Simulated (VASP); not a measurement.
Input of a VASP 6.6.1 run:

The input INCAR:

```
PREC     = Accurate       # precision mode
ENCUT    = 600            # plane-wave cutoff, eV
EDIFF    = 1E-6           # SCF threshold, eV
ISMEAR   = 0              # smearing method
SIGMA    = 0.1            # smearing width, eV
LREAL    = False          # projectors in reciprocal space
LASPH    = True           # aspherical terms in the spheres
NELM     = 60             # most SCF steps
ALGO     = Normal         # electronic algorithm
ISIF     = 3              # what is computed and relaxed
LWAVE    = False          # write WAVECAR
LCHARG   = False          # write CHGCAR
GGA      = PE             # functional
IBRION   = 2              # ionic algorithm
NSW      = 80             # ionic steps
EDIFFG   = -0.025         # ionic threshold
```

The input KPOINTS:

```
regular mesh
0
Gamma
  6 4 4
```

POSCAR

```
C
1.0
   -2.5025522691      0.0016016377     -0.0037063829
   -0.0061690879     -0.1070888474     -4.1338499317
    0.0027741177     -4.3470663537     -0.1114382274
C
8
Direct
    0.5674608085      0.3952263379      0.8234997561
    0.9699798895      0.4722495770      0.2781483482
    0.0282531410      0.9821318643      0.7070029656
    0.5386762468      0.9516093952      0.1587891007
    0.4816291878      0.0303161987      0.8424197656
    1.0261743239      0.0243297109      0.3528760940
    0.0190913947      0.5929910499      0.7052948333
    0.3687350076      0.5511458661      0.1319691364
```

Potentials or basis: VASP PAW PBE potentials, release 64 (C).

Command:

```console
$ cat potpaw_PBE.64/C/POTCAR > POTCAR
$ mpirun -np 1 vasp_std > vasp.out
```

(1) Estimate the band gap on the k mesh.

(2) Estimate the relaxed volume.

## Answers

(1) 3.34 eV (least direct gap 4.47 eV).

(2) 5.71 Å³/atom.
